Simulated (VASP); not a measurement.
As:

```
CELL_PARAMETERS angstrom
1.88080 1.08588 3.51406
-1.88080 1.08588 3.51406
0.00000 -2.17176 3.51406
ATOMIC_POSITIONS crystal
As 0.22600 0.22600 0.22600
As 0.77400 0.77400 0.77400
```

| Property | Result |
| --- | --- |
| Program | VASP 6.6.1 |
| Task | relaxation of cell and atoms |
| Functional | PBEsol |
| Dispersion | D4 |
| Potentials or basis | VASP PAW PBE potentials, release 64 (As) |
| Cutoff | 600 eV |
| k mesh | 9 × 9 × 9 |
| Occupations | fermi-dirac, width 0.05 eV |
| Spin | no spin polarisation |

At the start: pressure -1.1 GPa; volume 21.53 Å³/atom.

Task: Where does the relaxation end?

Result: Over 8 steps the energy falls by 22.0 meV/atom and the volume is 20.21 Å³/atom (-6.1 %); space group R-3m (No. 166, to 0.05 Å).

The path:
```
step  energy change (eV)  largest force (eV/Å)  pressure (GPa)  volume (Å³)
   1              0.0000                0.4372           -1.11        43.06
   2             -0.0201                0.2222           -0.60        42.14
   3             -0.0302                0.0063            0.17        40.95
   4             -0.0394                0.0415           -0.13        40.81
   5             -0.0436                0.0585           -0.40        40.66
   6             -0.0437                0.0608           -0.45        40.63
   7             -0.0430                0.0763            0.81        40.09
   8             -0.0440                0.0094            0.01        40.43
```

Final structure:
```
As
1.0
     1.88327    1.08731    3.29039
    -1.88327    1.08731    3.29039
     0.00000   -2.17462    3.29039
As
2
Direct
  0.23195 0.23195 0.23195
  0.76805 0.76805 0.76805
```

Caveat: the PAW data sets were made with another functional, which shifts forces and pressure a little.
